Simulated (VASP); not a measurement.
The system is HfN.

```
CELL_PARAMETERS angstrom
3.13391 0.00000 0.00000
-1.56695 2.71404 0.00000
0.00000 0.00000 5.41677
ATOMIC_POSITIONS crystal
Hf 0.66667 0.33333 0.75000
Hf 0.33333 0.66667 0.25000
N 0.00000 0.00000 0.00000
N 0.00000 0.00000 0.50000
```

* Program: VASP 6.6.1
* Task: relaxation of cell and atoms
* Functional: PBEsol
* Potentials or basis: VASP PAW PBE potentials, release 64 (Hf_pv, N)
* Cutoff: 600 eV
* k mesh: 18 × 18 × 8
* Occupations: gaussian, width 0.1 eV
* Spin: no spin polarisation

At the start: pressure -4.6 GPa; volume 11.52 Å³/atom.

Question: Where does the relaxation end?

Answer: Over 6 steps the energy falls by 2.8 meV/atom and the volume is 11.33 Å³/atom (-1.7 %); space group P6_3/mmc (No. 194, to 0.1 Å) before and after.

Step by step:
```tsv
step	energy change (eV)	largest force (eV/Å)	pressure (GPa)	volume (Å³)
1	0.0000	0.0000	-4.59	46.07
2	0.0301	0.0000	9.68	43.91
3	-0.0113	0.0000	-0.01	45.32
4	-0.0113	0.0000	0.07	45.30
5	-0.0113	0.0000	0.05	45.31
6	-0.0113	0.0000	0.05	45.31
```

Final structure:
```cif
data_structure
_symmetry_space_group_name_H-M 'P 1'
_symmetry_Int_Tables_number 1
_cell_length_a 3.1190
_cell_length_b 3.1190
_cell_length_c 5.3776
_cell_angle_alpha 90.000
_cell_angle_beta 90.000
_cell_angle_gamma 120.000
_cell_volume 45.31
loop_
_atom_site_label
_atom_site_type_symbol
_atom_site_fract_x
_atom_site_fract_y
_atom_site_fract_z
_atom_site_occupancy
Hf1 Hf 0.66667 0.33333 0.75000 1
Hf2 Hf 0.33333 0.66667 0.25000 1
N1 N 0.00000 0.00000 0.00000 1
N2 N 0.00000 0.00000 0.50000 1
```

Caveat: the PAW data sets were made with another functional, which shifts forces and pressure a little.
